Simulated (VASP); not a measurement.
# CsSnI3 (Pm-3m) in VASP: a series of runs, part 2 of 2

VASP 6.6.1. The steps go on from the part before.

## Step 5: Single point, PBEsol

This run uses another cell than the first one, of 21.17 Å³/atom.

INCAR reads:

```
  PREC = Accurate
  ENCUT = 520
  EDIFF = 1E-6
  ISMEAR = 0
  SIGMA = 0.1
  LREAL = False
  LASPH = True
  NELM = 80
  ALGO = Normal
  ISIF = 2
  LWAVE = False
  LCHARG = False
  GGA = PS
  NBANDS = 30
```

KPOINTS reads:

```
regular mesh
0
Gamma
  8 8 8
```

POSCAR reads:

```
CsSnI3
1.0
    4.7301362978      0.0000000000      0.0000000000
    0.0000000000      4.7301362978      0.0000000000
    0.0000000000      0.0000000000      4.7301362978
Cs Sn I
1 1 3
Direct
    0.0000000000      0.0000000000      0.0000000000
    0.5000000000      0.5000000000      0.5000000000
    0.0000000000      0.5000000000      0.5000000000
    0.5000000000      0.0000000000      0.5000000000
    0.5000000000      0.5000000000      0.0000000000
```

Potentials or basis: VASP PAW PBE potentials, release 64 (Cs_sv, Sn_d, I).

On the command line:

```
$ cat potpaw_PBE.64/Cs_sv/POTCAR potpaw_PBE.64/Sn_d/POTCAR potpaw_PBE.64/I/POTCAR > POTCAR
$ mpirun -np 1 vasp_std > vasp.out
```

OUTCAR:

```text
PREC = Accurate
   ENCUT = 520
   EDIFF = 1E-6
   ISMEAR = 0
   LREAL = False
   LASPH = True
   NELM = 80
   ISIF = 2
   GGA = PS

 ion  position               nearest neighbor table
   1  0.000  0.000  0.000-   3 3.34   4 3.34   5 3.34   3 3.34   4 3.34   3 3.34   5 3.34   3 3.34
                             4 3.34   5 3.34   4 3.34   5 3.34
   2  0.500  0.500  0.500-   3 2.37   4 2.37   5 2.37   5 2.37   4 2.37   3 2.37
   3  0.000  0.500  0.500-   2 2.37   2 2.37   4 3.34   5 3.34   1 3.34   5 3.34   1 3.34   4 3.34
                             1 3.34   1 3.34   4 3.34   5 3.34   5 3.34   4 3.34
   4  0.500  0.000  0.500-   2 2.37   2 2.37   3 3.34   5 3.34   1 3.34   5 3.34   1 3.34   3 3.34
                             5 3.34   5 3.34   1 3.34   3 3.34   1 3.34   3 3.34
   5  0.500  0.500  0.000-   2 2.37   2 2.37   3 3.34   4 3.34   1 3.34   3 3.34   4 3.34   1 3.34
                             4 3.34   4 3.34   1 3.34   3 3.34   3 3.34   1 3.34

  LATTYP: Found a simple cubic cell.
 ALAT       =     4.7301362978

  Lattice vectors:

 A1 = (   4.7301362978,   0.0000000000,   0.0000000000)
 A2 = (   0.0000000000,   4.7301362978,   0.0000000000)
 A3 = (   0.0000000000,   0.0000000000,   4.7301362978)

Analysis of symmetry for initial positions (statically):
=====================================================================
 Subroutine PRICEL returns:
 Original cell was already a primitive cell.

 Routine SETGRP: Setting up the symmetry group for a
 simple cubic supercell.

 Subroutine GETGRP returns: Found 48 space group operations
 (whereof 48 operations were pure point group operations)
 out of a pool of 48 trial point group operations.

The static configuration has the point symmetry O_h .

Analysis of symmetry for dynamics (positions and initial velocities):
=====================================================================
 Subroutine PRICEL returns:
 Original cell was already a primitive cell.

 Routine SETGRP: Setting up the symmetry group for a
 simple cubic supercell.

 Subroutine GETGRP returns: Found 48 space group operations
 (whereof 48 operations were pure point group operations)
 out of a pool of 48 trial point group operations.

The dynamic configuration has the point symmetry O_h .

 Subroutine INISYM returns: Found 48 space group operations
 (whereof 48 operations are pure point group operations),
 and found     1 'primitive' translations

----------------------------------------------------------------------------------------

                                     Primitive cell

  volume of cell :     105.8330

  direct lattice vectors                    reciprocal lattice vectors
     4.730136298  0.000000000  0.000000000     0.211410399  0.000000000  0.000000000
     0.000000000  4.730136298  0.000000000     0.000000000  0.211410399  0.000000000
     0.000000000  0.000000000  4.730136298     0.000000000  0.000000000  0.211410399

  length of vectors
     4.730136298  4.730136298  4.730136298     0.211410399  0.211410399  0.211410399

  position of ions in fractional coordinates (direct lattice)
     0.000000000  0.000000000  0.000000000
     0.500000000  0.500000000  0.500000000
     0.000000000  0.500000000  0.500000000
     0.500000000  0.000000000  0.500000000
     0.500000000  0.500000000  0.000000000
[... 37 lines left out ...]
  0.000000  0.000000  0.000000      1.000000
  0.125000  0.000000  0.000000      6.000000
  0.250000  0.000000  0.000000      6.000000
  0.375000  0.000000  0.000000      6.000000
  0.500000  0.000000  0.000000      3.000000
  0.125000  0.125000  0.000000     12.000000
[... 16 lines left out ...]
  0.375000  0.375000  0.125000     24.000000
  0.500000  0.375000  0.125000     24.000000
 [... further k-points ...]
   k-points           NKPTS =     35   k-points in BZ     NKDIM =     35   number of bands    NBANDS=     30
   number of dos      NEDOS =    301   number of ions     NIONS =      5
   total plane-waves  NPLWV =  46656
   dimension x,y,z NGX =    36 NGY =   36 NGZ =   36
   dimension x,y,z NGXF=    72 NGYF=   72 NGZF=   72
   ions per type =               1   1   3
   NGX,Y,Z   is equivalent  to a cutoff of  12.65, 12.65, 12.65 a.u.
   NGXF,Y,Z  is equivalent  to a cutoff of  25.31, 25.31, 25.31 a.u.
 SYSTEM =  unknown system
   PREC   = accura    normal or accurate (medium, high low for compatibility)
   ISTART =      0    job   : 0-new  1-cont  2-samecut
   ICHARG =      2    charge: 1-file 2-atom 10-const
   ISPIN  =      1    spin polarized calculation?
   LNONCOLLINEAR =      F non collinear calculations
   LSORBIT =      F    spin-orbit coupling
   LASPH  =      T    aspherical Exc in radial PAW
   ENCUT  =  520.0 eV  38.22 Ry    6.18 a.u.   8.79  8.79  8.79*2*pi/ulx,y,z
   NELM   =     80;   NELMIN=  2; NELMDL= -5     # of ELM steps
   EDIFF  = 0.1E-05   stopping-criterion for ELM
   LREAL  =      F    real-space projection
   EDIFFG = 0.1E-04   stopping-criterion for IOM
   NSW    =      0    number of steps for IOM
   IBRION =     -1    ionic relax: 0-MD 1-quasi-New 2-CG
   NFREE  =      0    steps in history (QN), initial steepest desc. (CG)
   ISIF   =      2    stress and relaxation
   ISYM   =      2    0-nonsym 1-usesym 2-fastsym
   POTIM  = 0.5000    time-step for ionic-motion
   TEBEG  =    0.0;   TEEND  =   0.0 temperature during run
   PSTRESS=    0.0 pullay stress
   NELECT =      44.0000    total number of electrons
   NUPDOWN=      -1.0000    fix difference up-down
   EMIN   =  10.00;   EMAX   =-10.00  energy-range for DOS
   EFERMI =   0.00;   METHOD = LEGACY
   ISMEAR =     0;   SIGMA  =   0.10  broadening in eV -4-tet -1-fermi 0-gaus
   EFERMI_NEDOS =   21; number of points for ismear=-14 and -15
   IALGO  =     38    algorithm
   IMIX   =      4    mixing-type and parameters
     AMIX     =   0.40;   BMIX     =  1.00
     AMIX_MAG =   1.60;   BMIX_MAG =  1.00
  volume/ion in A,a.u.               =      21.17       142.84
  Fermi-wavevector in a.u.,A,eV,Ry     =   1.221852  2.308966 20.312453  1.492923
  Thomas-Fermi vector in A             =   2.357020
   LORBIT       =      0    0 simple, 1 ext, 2 COOP (PROOUT), +10 PAW based schemes
   GGA     = PS    functional components
   LHFCALC =     F    Hartree Fock is set to
   AEXX    =    0.0000 exact exchange contribution
   IVDW    =     0    specifies the selected vdW correction
   LEPSILON=     F    determine dielectric tensor
   LRPA    =     F    only Hartree local field effects (RPA)
 non-spin polarized calculation
 Gauss-broadening in eV      SIGMA  =   0.10
  energy-cutoff  :      520.00
  volume of cell :      105.83
 maximum number of plane-waves:      2897
 NGX is ok and might be reduce to    36
   NGX = 17   NGY = 17   NGZ = 17

 number of electron      43.9999987 magnetization

 Free energy of the ion-electron system (eV)
  ---------------------------------------------------
  ext. energy  EPLUGINS =         0.00000000
  ---------------------------------------------------
  free energy    TOTEN  =         1.64553292 eV

  energy without entropy =        1.65697103  energy(sigma->0) =        1.65125198

 E-fermi :  13.2578     XC(G=0): -11.5448

 val. band max:       13.2255473731   @ k =   0.1250   0.1250   0.0000
 cond. band min:      13.2813226115   @ k =   0.1250   0.1250   0.1250
 fundamental gap:      0.0557752384
 Fermi energy:        13.2578057555

 k-point     1 :       0.0000    0.0000    0.0000
  band No.  band energies     occupation
      1     -11.5737      2.00000
      2     -11.5737      2.00000
      3     -11.0222      2.00000
      4     -11.0222      2.00000
      5     -11.0222      2.00000
      6     -10.4516      2.00000
[... 781 lines left out ...]
     29      17.6744      0.00000
     30      18.1430      0.00000

 [... further k-points ...]

------------------------ aborting loop because EDIFF is reached ----------------------------------------

  FORCE on cell =-STRESS in cart. coord.  units (eV):
  Direction    XX          YY          ZZ          XY          YZ          ZX
  --------------------------------------------------------------------------------------
  -------------------------------------------------------------------------------------
  Total       59.4946991     59.4946991     59.4946991     -0.0000000     -0.0000000      0.0000000
  in kB      900.6745475    900.6745475    900.6745475     -0.0000000     -0.0000000      0.0000000
  external PRESSURE =     900.6745475 kB  Pullay stress =       0.0000000 kB

 VOLUME and BASIS-vectors are now :
 -----------------------------------------------------------------------------
  energy-cutoff  :      520.00
  volume of cell :      105.83
      direct lattice vectors                 reciprocal lattice vectors
     4.730136298  0.000000000  0.000000000     0.211410399  0.000000000  0.000000000
     0.000000000  4.730136298  0.000000000     0.000000000  0.211410399  0.000000000
     0.000000000  0.000000000  4.730136298     0.000000000  0.000000000  0.211410399

 POSITION                                       TOTAL-FORCE (eV/Angst)
 -----------------------------------------------------------------------------------
      0.00000      0.00000      0.00000         0.000000      0.000000      0.000000
      2.36507      2.36507      2.36507         0.000000      0.000000      0.000000
      0.00000      2.36507      2.36507         0.000000      0.000000      0.000000
      2.36507      0.00000      2.36507         0.000000      0.000000      0.000000
      2.36507      2.36507      0.00000         0.000000      0.000000      0.000000
 -----------------------------------------------------------------------------------
    total drift:                                0.000000      0.000000      0.000000

  FREE ENERGIE OF THE ION-ELECTRON SYSTEM (eV)
  ---------------------------------------------------
  free  energy   TOTEN  =         1.6455329238 eV

  energy  without entropy=        1.6569710264  energy(sigma->0) =        1.65125198
```

OSZICAR:

```text
N       E                     dE             d eps       ncg     rms          rms(c)
DAV:   1     0.435874368164E+03    0.43587E+03   -0.19979E+04  2150   0.169E+03
DAV:   2     0.602824898730E+02   -0.37559E+03   -0.35687E+03  2248   0.433E+02
DAV:   3     0.399344125405E+01   -0.56289E+02   -0.53865E+02  2558   0.136E+02
DAV:   4     0.132129621928E+01   -0.26721E+01   -0.26330E+01  2544   0.303E+01
DAV:   5     0.124795691023E+01   -0.73339E-01   -0.73220E-01  2960   0.559E+00    0.253E+01
DAV:   6     0.151924433333E+01    0.27129E+00   -0.11708E-01  2634   0.176E+00    0.153E+01
DAV:   7     0.164174781867E+01    0.12250E+00   -0.15865E-01  2988   0.242E+00    0.845E-01
DAV:   8     0.164559795348E+01    0.38501E-02   -0.23430E-02  2610   0.890E-01    0.372E-01
DAV:   9     0.164552799917E+01   -0.69954E-04   -0.26874E-03  2922   0.389E-01    0.640E-02
DAV:  10     0.164552573331E+01   -0.22659E-05   -0.86849E-05  2838   0.675E-02    0.444E-02
DAV:  11     0.164552948237E+01    0.37491E-05   -0.17509E-05  3098   0.513E-02    0.249E-02
DAV:  12     0.164553263670E+01    0.31543E-05   -0.46467E-06  2480   0.166E-02    0.938E-03
DAV:  13     0.164553292377E+01    0.28707E-06   -0.54619E-07  1536   0.538E-03
   1 F= 0.16455329E+01 E0= 0.16512520E+01  d E =-.114381E-01
```

Wall time 41 s (1 thread of Intel Xeon 6975P-C (Granite Rapids), shared host); peak memory 0.27 GiB.

What came out:

```yaml
Free_energy: 1.6455 eV
Pressure: 90.1 GPa
Band_gap_on_the_k_mesh: zero (bands 22 and 23 overlap by 0.65 eV)
```

Levels at points of the mesh, in eV from the Fermi level:
| k point | band 20 | band 21 | band 22 | band 23 | band 24 | band 25 |
| --- | --- | --- | --- | --- | --- | --- |
| (0.00, 0.00, 0.00) | -3.61 | -3.61 | -3.61 | -0.33 | -0.33 | -0.23 |
| (0.50, 0.00, 0.00) | -5.11 | -5.11 | -0.06 | -0.06 | 1.13 | 1.20 |
| (0.50, 0.50, 0.00) | -3.76 | -2.94 | 0.32 | 0.32 | 0.70 | 2.17 |
| (0.50, 0.50, 0.50) | -2.74 | -2.74 | -0.13 | -0.13 | -0.13 | 1.09 |

Caveat: the cell stands under pressure; the PAW data sets were made with another functional, which shifts forces and pressure a little; spin-orbit coupling is left out, which moves the levels of the heavy elements.

## Step 6: Summary

```tsv
cell	k mesh	smearing	gap on the mesh (eV)	pressure (GPa)
a = 6.029 Å, 5 atoms	6 × 6 × 6	gaussian 0.01 eV	none	1.1
a = 5.255 Å, 5 atoms	8 × 8 × 8	gaussian 0.1 eV	none	25.2
a = 5.523 Å, 5 atoms	6 × 6 × 6	gaussian 0.1 eV	none	12.0
a = 4.730 Å, 5 atoms	8 × 8 × 8	gaussian 0.1 eV	none	90.1
```

Alike in all rows: task single point; level PBEsol; potentials or basis VASP PAW PBE potentials, release 64 (Cs_sv, Sn_d, I); no spin polarisation; cutoff (eV) 520.

Caveats: the PAW data sets were made with another functional, which shifts forces and pressure a little; spin-orbit coupling is left out, which moves the levels of the heavy elements; the cell stands under pressure (at least some runs).

Absolute energies hang on the potentials; compare differences alone.
